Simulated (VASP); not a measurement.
**Fe: single point with PBE**

Fe:

```
Fe
1.0
    -1.45850    1.45850    1.45850
     1.45850   -1.45850    1.45850
     1.45850    1.45850   -1.45850
Fe
1
Direct
  0.00000 0.00000 0.00000
```

| Item | Value |
| --- | --- |
| Program | VASP 6.6.1 |
| Task | single point |
| Functional | PBE |
| Potentials or basis | VASP PAW PBE potentials, release 64 (Fe) |
| Cutoff | 540 eV |
| k mesh | 5 × 5 × 5 |
| Occupations | gaussian, width 0.1 eV |
| Spin | non-collinear spin, typed start, spin-orbit coupling |
| Starting moments | [[0.0, 0.0, 2.2]] μB |

- Pressure: -11.1 GPa
- Net moment: 2.41 μB per cell
- Valence electrons inside the program's atomic spheres: Fe 7.10

Stress tensor (GPa, compression positive):
```
-11.05   0.00   0.00
  0.00 -11.05   0.00
  0.00   0.00 -11.14
```

Moments on the atoms (μB; x, y, z):
```
Fe  0.00 0.00 2.41
```

It took 30 s on 4 MPI ranks on AMD EPYC 9R45 96-Core Processor (Zen 5), with other jobs on the host, peak memory 0.13 GiB a rank.

Caveat: the k points lie up to 0.61 Å⁻¹ apart.
